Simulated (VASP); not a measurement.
Set up this calculation in VASP 6.6.1, as the native input.

```yaml
Task: relaxation of cell and atoms
Functional: PBE
Potentials_or_basis: VASP PAW PBE potentials, release 64 (Tb_3, Be, C), 4f in core
Cutoff: 600 eV
k_mesh: 18 × 18 × 12
Occupations: gaussian, width 0.1 eV
Spin: no spin polarisation
Dipole_correction: no
Further_INCAR_settings: ALGO = Normal; EDIFF = 1e-07; IBRION = 2; EDIFFG = -0.01; NSW = 100; ISIF = 3
```

The structure of TbBeC lies in POSCAR:

```
TbBeC
1.0
    3.3641992049      0.0000000000      0.0000000000
   -1.6820996024      2.9134819748      0.0000000000
    0.0000000000      0.0000000000      3.8153274140
Tb Be C
1 1 1
Direct
    0.6666666667      0.3333333333      0.0000000000
    0.0000000000      0.0000000000      0.5000000000
    0.3333333333      0.6666666667      0.5000000000
```

The cell was generated, and may not be a known phase.

The input as run:

INCAR

```
  PREC = Accurate
  ENCUT = 600
  EDIFF = 1E-7
  ISMEAR = 0
  SIGMA = 0.1
  LREAL = F
  LASPH = T
  NELM = 200
  ALGO = Normal
  ISIF = 3
  LWAVE = F
  LCHARG = F
  GGA = PE
  IBRION = 2
  NSW = 100
  EDIFFG = -0.01
  GGA_COMPAT = F
  NELMIN = 4
  LMAXMIX = 6
```

KPOINTS

```
Automatic mesh
0
Gamma
  18 18 12
```

Potentials or basis: VASP PAW PBE potentials, release 64 (Tb_3, Be, C), 4f in core.

The run is started by

```console
$ cat potpaw_PBE.64/Tb_3/POTCAR potpaw_PBE.64/Be/POTCAR potpaw_PBE.64/C/POTCAR > POTCAR
$ mpirun -np 1 vasp_std > vasp.out
```

It gave:

```json
{
  "Relaxed volume": "12.54 Å³/atom",
  "Relaxed cell": "a = 3.369 Å, b = 3.369 Å, c = 3.826 Å, α = 90.00°, β = 90.00°, γ = 120.00°",
  "Space group after relaxing (to 0.1 Å)": "P-6m2 (No. 187)",
  "Energy gained by relaxing": "0.2 meV/atom",
  "Ionic steps": "4",
  "Pressure after relaxing": "0.0 GPa",
  "Band gap on the k mesh": "zero (an odd number of electrons rules out a gap without spin polarisation)"
}
```

Caveat: spin-orbit coupling is left out, which moves the levels of the heavy elements; the 4f electrons are frozen in the core, so they carry no moment and show no levels.

Wall time 2.4 min on 1 thread of AMD EPYC 9R45 96-Core Processor (Zen 5), on a shared host, peak memory 0.29 GiB.
